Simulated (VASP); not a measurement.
# ZrB2 (P6/mmm) in VASP: settings compared

ZrB2 is run at these levels: r2SCAN, r2SCAN+U; tasks: single point, relaxation of cell and atoms.

All numbers are computed with VASP 6.6.1; they aren't measurements. Logs are shortened: lines on timing, memory, paths and dates and some standing lists are left out, and cuts for length are marked.

### 1 The cell of the first run

It takes space group P6/mmm (No. 191, hexagonal). Conventional cell: a = 3.170 Å, b = 3.170 Å, c = 3.533 Å, α = 90.00°, β = 90.00°, γ = 120.00°. Within 3.4 Å of Zr (site symmetry 6/mmm) lie 12 B at 2.54 Å and 6 Zr at 3.17 Å. Within 2.4 Å of B (site symmetry -6m2) lie 3 B at 1.83 Å.

### 2 Single point, r2SCAN, non-collinear spin, zero start, spin-orbit coupling

Contents of POSCAR:

```
ZrB2
1.0
    3.1700000000      0.0000000000      0.0000000000
   -1.5850000000      2.7453005300      0.0000000000
    0.0000000000      0.0000000000      3.5330000000
Zr B
1 2
Direct
    0.0000000000      0.0000000000      0.0000000000
    0.6666666667      0.3333333333      0.5000000000
    0.3333333333      0.6666666667      0.5000000000
```

Contents of INCAR.step1:

```
SYSTEM = ZrB2
PREC = Accurate
ENCUT = 520
ISMEAR = -1
SIGMA = 0.05
LREAL = .FALSE.
LASPH = .TRUE.
NELM = 150
MAGMOM = 0 0 0 0 0 0 0 0 0
LSORBIT = .TRUE.
GGA_COMPAT = .FALSE.
LMAXMIX = 4
NBANDS = 31
GGA = PE
ALGO = Normal
EDIFF = 1E-4
LWAVE = .TRUE.
LCHARG = .FALSE.
```

Contents of INCAR.step2:

```
SYSTEM = ZrB2
PREC = Accurate
ENCUT = 520
EDIFF = 1E-7
ISMEAR = -1
SIGMA = 0.05
LREAL = .FALSE.
LASPH = .TRUE.
NELM = 150
ALGO = Normal
ISIF = 2
LWAVE = .FALSE.
LCHARG = .FALSE.
MAGMOM = 0 0 0 0 0 0 0 0 0
LORBIT = 11
LSORBIT = .TRUE.
GGA_COMPAT = .FALSE.
LORBMOM = .TRUE.
LMAXMIX = 4
METAGGA = R2SCAN
LMIXTAU = .TRUE.
NBANDS = 31
ISTART = 1
```

Contents of KPOINTS:

```
Automatic mesh
0
G
  10 10 8
  0 0 0
```

Potentials or basis: VASP PAW PBE potentials, release 64 (Zr_sv, B).

Run with:

```console
$ cat potpaw_PBE.64/Zr_sv/POTCAR potpaw_PBE.64/B/POTCAR > POTCAR
$ cp INCAR.step1 INCAR
$ mpirun -np 1 vasp_ncl > vasp.out
$ cp INCAR.step2 INCAR
$ mpirun -np 1 vasp_ncl > vasp.out
```

OUTCAR:

```text
SYSTEM = ZrB2
   PREC = Accurate
   ENCUT = 520
   EDIFF = 1E-7
   ISMEAR = -1
   LREAL = .FALSE.
   LASPH = .TRUE.
   NELM = 150
   ISIF = 2
   LORBIT = 11
   LSORBIT = .TRUE.
   METAGGA = R2SCAN
   ISTART = 1

 ion  position               nearest neighbor table
   1  0.000  0.000  0.000-   2 2.54   3 2.54   2 2.54   3 2.54   2 2.54   2 2.54   3 2.54   3 2.54
                             2 2.54   2 2.54   3 2.54   3 2.54
   2  0.667  0.333  0.500-   3 1.83   3 1.83   3 1.83   1 2.54   1 2.54   1 2.54   1 2.54   1 2.54
                             1 2.54
   3  0.333  0.667  0.500-   2 1.83   2 1.83   2 1.83   1 2.54   1 2.54   1 2.54   1 2.54   1 2.54
                             1 2.54

  LATTYP: Found a hexagonal cell.
 ALAT       =     3.1700000000
 C/A-ratio  =     1.1145110410

  Lattice vectors:

 A1 = (   3.1700000000,   0.0000000000,   0.0000000000)
 A2 = (  -1.5850000000,   2.7453005300,   0.0000000000)
 A3 = (   0.0000000000,   0.0000000000,   3.5330000000)

Analysis of symmetry for initial positions (statically):
=====================================================================
 Subroutine PRICEL returns:
 Original cell was already a primitive cell.

 Routine SETGRP: Setting up the symmetry group for a
 hexagonal supercell.

 Subroutine GETGRP returns: Found 24 space group operations
 (whereof 24 operations were pure point group operations)
 out of a pool of 24 trial point group operations.

The static configuration has the point symmetry D_6h.

Analysis of symmetry for dynamics (positions and initial velocities):
=====================================================================
 Subroutine PRICEL returns:
 Original cell was already a primitive cell.

 Routine SETGRP: Setting up the symmetry group for a
 hexagonal supercell.

 Subroutine GETGRP returns: Found 24 space group operations
 (whereof 24 operations were pure point group operations)
 out of a pool of 24 trial point group operations.

The dynamic configuration has the point symmetry D_6h.

Analysis of structural, dynamic, and magnetic symmetry:
=====================================================================
 Subroutine PRICEL returns:
 Original cell was already a primitive cell.

 Routine SETGRP: Setting up the symmetry group for a
 hexagonal supercell.

 Subroutine GETGRP returns: Found 24 space group operations
 (whereof 24 operations were pure point group operations)
 out of a pool of 24 trial point group operations.

The overall configuration has the point symmetry D_6h.

 Subroutine INISYM returns: Found 24 space group operations
 (whereof 24 operations are pure point group operations),
 and found     1 'primitive' translations

----------------------------------------------------------------------------------------

                                     Primitive cell

  volume of cell :      30.7463

  direct lattice vectors                    reciprocal lattice vectors
     3.170000000  0.000000000  0.000000000     0.315457413  0.182129422  0.000000000
    -1.585000000  2.745300530  0.000000000     0.000000000  0.364258845  0.000000000
     0.000000000  0.000000000  3.533000000     0.000000000  0.000000000  0.283045570

  length of vectors
     3.170000000  3.170000000  3.533000000     0.364258845  0.364258845  0.283045570

  position of ions in fractional coordinates (direct lattice)
     0.000000000  0.000000000  0.000000000
     0.666666667  0.333333333  0.500000000
     0.333333333  0.666666667  0.500000000

  ion indices of the primitive-cell ions
   primitive index   ion index
                 1           1
                 2           2
                 3           3

----------------------------------------------------------------------------------------

 KPOINTS: Automatic mesh

Automatic generation of k-mesh.
 Grid dimensions read from file:
 generate k-points for:   10   10    8

 Generating k-lattice:

[... 103 lines left out ...]

 number of electron      18.0000000 magnetization       0.0000000     -0.0000000     -0.0000000

 Free energy of the ion-electron system (eV)
  ---------------------------------------------------
  ext. energy  EPLUGINS =         0.00000000
  ---------------------------------------------------
  free energy    TOTEN  =       -40.69998271 eV

  energy without entropy =      -40.69717289  energy(sigma->0) =      -40.69857780

 E-fermi :  10.5702     XC(G=0): -13.3760

 val. band max:       10.5420033252   @ k =   0.2000   0.2000   0.1250
 cond. band min:      10.7287636759   @ k =   0.1000  -0.0000   0.5000
 fundamental gap:      0.1867603506
 Fermi energy:        10.5702036374

 k-point     1 :       0.0000    0.0000    0.0000
  band No.  band energies     occupation
      1     -39.7650      1.00000
      2     -39.7650      1.00000
      3     -18.0845      1.00000
      4     -18.0845      1.00000
      5     -16.4665      1.00000
      6     -16.4665      1.00000
[... 781 lines left out ...]
     29      19.3212      0.00000
     30      19.3212      0.00000

 [... further k-points ...]

 [bands above 30 left out]

------------------------ aborting loop because EDIFF is reached ----------------------------------------

  FORCE on cell =-STRESS in cart. coord.  units (eV):
  Direction    XX          YY          ZZ          XY          YZ          ZX
  --------------------------------------------------------------------------------------
  -------------------------------------------------------------------------------------
  Total        0.0117003      0.0117003      0.4887347      0.0000000     -0.0000000     -0.0000000
  in kB        0.6096974      0.6096974     25.4677701      0.0000000     -0.0000000     -0.0000000
  external PRESSURE =       8.8957216 kB  Pullay stress =       0.0000000 kB

 VOLUME and BASIS-vectors are now :
 -----------------------------------------------------------------------------
  energy-cutoff  :      520.00
  volume of cell :       30.75
      direct lattice vectors                 reciprocal lattice vectors
     3.170000000  0.000000000  0.000000000     0.315457413  0.182129422  0.000000000
    -1.585000000  2.745300530  0.000000000     0.000000000  0.364258845  0.000000000
     0.000000000  0.000000000  3.533000000     0.000000000  0.000000000  0.283045570

 POSITION                                       TOTAL-FORCE (eV/Angst)
 -----------------------------------------------------------------------------------
      0.00000      0.00000      0.00000         0.000000      0.000000      0.000000
      1.58500      0.91510      1.76650        -0.000000      0.000000     -0.000000
     -0.00000      1.83020      1.76650         0.000000     -0.000000      0.000000
 -----------------------------------------------------------------------------------
    total drift:                               -0.000000      0.000000     -0.000000

  FREE ENERGIE OF THE ION-ELECTRON SYSTEM (eV)
  ---------------------------------------------------
  free  energy   TOTEN  =       -40.6999827066 eV

  energy  without entropy=      -40.6971728895  energy(sigma->0) =      -40.69857780

 orbital moment (x)

 # of ion     p       d       tot
 ----------------------------------------
  1        -0.000   0.000   0.000
  2         0.000   0.000   0.000
  3         0.000   0.000   0.000
 ----------------------------------------
            0.000   0.000   0.000

 orbital moment (y)

 # of ion     p       d       tot
 ----------------------------------------
  1         0.000  -0.000  -0.000
  2        -0.000   0.000  -0.000
  3         0.000   0.000   0.000
 ----------------------------------------
           -0.000  -0.000  -0.000

 orbital moment (z)

 # of ion     p       d       tot
 ----------------------------------------
  1         0.000   0.000   0.000
  2        -0.000   0.000  -0.000
  3        -0.000   0.000  -0.000
 ----------------------------------------
           -0.000   0.000  -0.000

 Spin-Orbit-Coupling matrix elements

 Ion:    1  E_soc:     -0.1327200
 l=   1
     0.0000000    -0.0214310    -0.0215489
    -0.0214310     0.0000000    -0.0214310
    -0.0215489    -0.0214310     0.0000000
 l=   2
     0.0000000    -0.0001266     0.0000000    -0.0001266    -0.0006331
    -0.0001266     0.0000000    -0.0003522    -0.0001052    -0.0001266
     0.0000000    -0.0003522     0.0000000    -0.0003522     0.0000000
    -0.0001266    -0.0001052    -0.0003522     0.0000000    -0.0001266
    -0.0006331    -0.0001266     0.0000000    -0.0001266     0.0000000
 l=   3
     0.0000000     0.0000000     0.0000000     0.0000000     0.0000000     0.0000000     0.0000000
     0.0000000     0.0000000     0.0000000     0.0000000     0.0000000     0.0000000     0.0000000
     0.0000000     0.0000000     0.0000000     0.0000000     0.0000000     0.0000000     0.0000000
     0.0000000     0.0000000     0.0000000     0.0000000     0.0000000     0.0000000     0.0000000
[... 29 lines left out ...]
 l=   2
     0.0000000     0.0000000     0.0000000     0.0000000     0.0000000
     0.0000000     0.0000000     0.0000000     0.0000000     0.0000000
     0.0000000     0.0000000     0.0000000     0.0000000     0.0000000
     0.0000000     0.0000000     0.0000000     0.0000000     0.0000000
     0.0000000     0.0000000     0.0000000     0.0000000     0.0000000
 l=   3
     0.0000000     0.0000000     0.0000000     0.0000000     0.0000000     0.0000000     0.0000000
     0.0000000     0.0000000     0.0000000     0.0000000     0.0000000     0.0000000     0.0000000
     0.0000000     0.0000000     0.0000000     0.0000000     0.0000000     0.0000000     0.0000000
     0.0000000     0.0000000     0.0000000     0.0000000     0.0000000     0.0000000     0.0000000
     0.0000000     0.0000000     0.0000000     0.0000000     0.0000000     0.0000000     0.0000000
     0.0000000     0.0000000     0.0000000     0.0000000     0.0000000     0.0000000     0.0000000
     0.0000000     0.0000000     0.0000000     0.0000000     0.0000000     0.0000000     0.0000000

 total charge

# of ion       s       p       d       tot
------------------------------------------
    1        2.164   6.036   1.732   9.931
    2        0.680   1.241   0.000   1.920
    3        0.680   1.241   0.000   1.920
--------------------------------------------------
tot          3.523   8.517   1.732  13.772

 magnetization (x)

# of ion       s       p       d       tot
------------------------------------------
    1        0.000   0.000  -0.000   0.000
    2        0.000  -0.000   0.000  -0.000
    3       -0.000  -0.000   0.000  -0.000
--------------------------------------------------
tot         -0.000  -0.000  -0.000  -0.000

 magnetization (y)

# of ion       s       p       d       tot
------------------------------------------
    1       -0.000   0.000  -0.000  -0.000
    2        0.000   0.000   0.000   0.000
    3        0.000   0.000   0.000   0.000
--------------------------------------------------
tot         -0.000   0.000  -0.000   0.000

 magnetization (z)

# of ion       s       p       d       tot
------------------------------------------
    1        0.000   0.000  -0.000   0.000
    2        0.000   0.000   0.000   0.000
    3        0.000   0.000   0.000   0.000
--------------------------------------------------
tot          0.000   0.000  -0.000   0.000
```

Run time: 13 min. Hardware: 1 thread of Intel Xeon Platinum 8375C at 2.90GHz (Ice Lake), shared host; peak memory 0.29 GiB.

What came out:

```
Free energy                                           : -40.7000 eV
Pressure                                              : 0.9 GPa
Net moment                                            : 0.00 μB per cell
Valence electrons inside the program's atomic spheres : Zr 9.93; B 1.92
```

Moments on the atoms (μB; x, y, z):
```
Zr  0.00 0.00 0.00
B   0.00 0.00 0.00
B   0.00 0.00 0.00
```

Caveat: the PAW data sets were made with another functional, which shifts forces and pressure a little.

### 3 Relaxation of cell and atoms, r2SCAN+U

POSCAR is that of step 2.

Contents of INCAR.step1:

```
SYSTEM = ZrB2
PREC     = Accurate       ! precision mode
ENCUT    = 600            ! plane-wave cutoff, eV
ISMEAR   = -1             ! smearing method
SIGMA    = 0.05           ! smearing width, eV
LREAL    = .False.        ! projectors in reciprocal space
LASPH    = .True.         ! aspherical terms in the spheres
NELM     = 150            ! most SCF steps
LMAXMIX  = 4              ! l up to which the mixer works
LDAU     = .True.         ! DFT+U
LDAUTYPE = 2            
LDAUL    = 2 -1           ! shell
LDAUU    = 1 0            ! U, eV
LDAUJ    = 0 0          
GGA      = PE             ! functional
ALGO     = Normal         ! electronic algorithm
EDIFF    = 1E-4           ! SCF threshold, eV
LWAVE    = .True.         ! write WAVECAR
LCHARG   = .False.        ! write CHGCAR
```

Contents of INCAR.step2:

```
SYSTEM = ZrB2
PREC     = Accurate       ! precision mode
ENCUT    = 600            ! plane-wave cutoff, eV
EDIFF    = 1E-6           ! SCF threshold, eV
ISMEAR   = -1             ! smearing method
SIGMA    = 0.05           ! smearing width, eV
LREAL    = .False.        ! projectors in reciprocal space
LASPH    = .True.         ! aspherical terms in the spheres
NELM     = 150            ! most SCF steps
ALGO     = Normal         ! electronic algorithm
ISIF     = 3              ! what is computed and relaxed
LWAVE    = .False.        ! write WAVECAR
LCHARG   = .False.        ! write CHGCAR
LMAXMIX  = 4              ! l up to which the mixer works
LDAU     = .True.         ! DFT+U
LDAUTYPE = 2            
LDAUL    = 2 -1           ! shell
LDAUU    = 1 0            ! U, eV
LDAUJ    = 0 0          
LDAUPRINT= 1            
METAGGA  = R2SCAN         ! meta-GGA
LMIXTAU  = .True.       
IBRION   = 2              ! ionic algorithm
NSW      = 60             ! ionic steps
EDIFFG   = -0.01          ! ionic threshold
ISTART   = 1
```

Contents of KPOINTS:

```
Automatic mesh
0
Gamma
  10 10 8
  0 0 0
```

Potentials or basis: VASP PAW PBE potentials, release 64 (Zr_sv, B).

Run with:

```console
$ cat potpaw_PBE.64/Zr_sv/POTCAR potpaw_PBE.64/B/POTCAR > POTCAR
$ cp INCAR.step1 INCAR
$ mpirun -np 1 vasp_std > vasp.out
$ cp INCAR.step2 INCAR
$ mpirun -np 1 vasp_std > vasp.out
```

Wall time 8 min (1 thread of Intel Xeon Platinum 8375C at 2.90GHz (Ice Lake), shared host); peak memory 0.19 GiB.

Results (log left out):

| Property | Result |
| --- | --- |
| Free energy | -39.9199 eV |
| Relaxed volume | 10.39 Å³/atom |
| Relaxed cell | a = 3.173 Å, b = 3.173 Å, c = 3.573 Å, α = 90.00°, β = 90.00°, γ = 120.00° |
| Space group after relaxing (to 0.05 Å) | P6/mmm (No. 191) |
| Energy gained by relaxing | 2.0 meV/atom |
| Ionic steps | 4 |
| Pressure after relaxing | 0.0 GPa |
| Band gap on the k mesh | zero (band 9 reaches 11.37 eV, above the bottom of band 10 at 10.38 eV) |

Stress tensor (GPa, compression positive):
```
 0.09  0.00  0.00
 0.00  0.09  0.00
 0.00  0.00 -0.04
```

The path:
```csv
step,energy change (eV),largest force (eV/Å),pressure (GPa),volume (Å³)
1,0.0000,0.0000,3.17,30.75
2,-0.0002,0.0000,-3.67,31.66
3,-0.0053,0.0000,-0.35,31.20
4,-0.0059,0.0000,0.05,31.16
```

Final structure:
```
Zr B
1.0
     3.17334    0.00000    0.00000
    -1.58667    2.74819    0.00000
     0.00000    0.00000    3.57261
Zr B
1 2
Direct
  0.00000 0.00000 0.00000
  0.66667 0.33333 0.50000
  0.33333 0.66667 0.50000
```

Levels at points of the mesh, in eV from the Fermi level:
```csv
k point,band 5,band 6,band 7,band 8,band 9,band 10,band 11,band 12,band 13
"(0.00, 0.00, 0.00)",-13.61,-2.74,-2.65,-2.65,-2.62,3.72,3.72,4.37,4.37
"(0.50, 0.00, 0.00)",-9.49,-9.25,-4.10,-3.27,-2.67,2.20,2.54,5.26,5.26
"(0.00, 0.00, 0.50)",-11.63,-7.45,-1.00,-1.00,0.55,0.55,0.95,0.95,1.92
"(0.50, 0.00, 0.50)",-10.57,-7.58,-4.76,-4.31,-2.35,3.93,4.16,5.61,6.39
```

Eigenvalues of the final occupation matrices:
| site | spin | trace | eigenvalues |
| --- | --- | --- | --- |
| site 1 d | 1 | 0.85 | 0.15 0.17 0.17 0.18 0.18 |
| site 1 d | 2 | 0.85 | 0.15 0.17 0.17 0.18 0.18 |

Caveat: the PAW data sets were made with another functional, which shifts forces and pressure a little; U without spin polarisation on a metal has little footing; the U is typed as a test and isn't derived for this compound.
